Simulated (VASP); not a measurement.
BaZrO3:

```
Ba Zr O
1.0
     4.19134    0.00000    0.00000
     0.00000    4.19134    0.00000
     0.00000    0.00000    4.19134
Ba Zr O
1 1 3
Direct
  0.00000 0.00000 0.00000
  0.50000 0.50000 0.50000
  0.50000 0.50000 0.00000
  0.50000 0.00000 0.50000
  0.00000 0.50000 0.50000
```

- Program: VASP 6.6.1
- Task: relaxation of cell and atoms
- Functional: PBEsol
- Dispersion: D3(BJ)
- Potentials or basis: VASP PAW PBE potentials, release 64 (Ba_sv, Zr_sv, O)
- Cutoff: 600 eV
- k mesh: 6 × 6 × 6
- Occupations: fermi-dirac, width 0.05 eV
- Spin: no spin polarisation

At the start: pressure -3.1 GPa; volume 14.73 Å³/atom.

Question: How do energy, volume and symmetry change on relaxing?

Answer: Over 3 steps the energy falls by 2.7 meV/atom and the volume is 14.45 Å³/atom (-1.9 %); space group Pm-3m (No. 221, to 0.1 Å) before and after.

Step by step:
```csv
step,energy change (eV),largest force (eV/Å),pressure (GPa),volume (Å³)
1,0.0000,0.0000,-3.10,73.63
2,0.0061,0.0000,4.04,70.63
3,-0.0137,0.0000,-0.01,72.25
```

Final structure:
```
CELL_PARAMETERS angstrom
4.16491 0.00000 0.00000
0.00000 4.16491 0.00000
0.00000 0.00000 4.16491
ATOMIC_POSITIONS crystal
Ba 0.00000 0.00000 0.00000
Zr 0.50000 0.50000 0.50000
O 0.50000 0.50000 0.00000
O 0.50000 0.00000 0.50000
O 0.00000 0.50000 0.50000
```

Caveat: the PAW data sets were made with another functional, which shifts forces and pressure a little.
